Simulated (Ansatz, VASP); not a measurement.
**Two plane-wave programs on H**

```xyz
2
Lattice="-0.0452 1.4834 1.4834 1.4834 -0.0452 1.4834 1.4834 1.4834 -0.0452" Properties=species:S:1:pos:R:3 pbc="T T T"
H     0.0000    0.0000    0.0000
H     0.7304    0.7304    0.7304
```

Change from the starting cell: equal xy, yz and zx shear strains of -3 %, PAW files.

Alike in both runs: task electric field gradients; functional PBE; k mesh 14 × 14 × 14; occupations fermi-dirac, width 0.05 eV; no spin polarisation.

|  | VASP | Ansatz |
| --- | --- | --- |
| version | VASP 6.6.1 | Ansatz 0.2.0 |
| potentials or method | VASP PAW PBE potentials, release 64 (H) | PAW with Ansatz's default frozen-core files, scalar-relativistic |
| plane-wave cutoff (eV) | 520 | 420 |
| valence electrons in the cell | 2 | 2 |

Ansatz gave:

- pressure (GPa): 0.3
- traceless stress, the component that is largest in VASP (GPa): 1.08
- rms of the force components (eV/Å): 0.196

Question: What did VASP give for the same quantities?

Answer: Pressure (GPa): -0.1; traceless stress, the component that is largest in VASP (GPa): 1.08; rms of the force components (eV/Å): 0.195.

Atom by atom the forces differ by 0.000 eV/Å (rms over components).
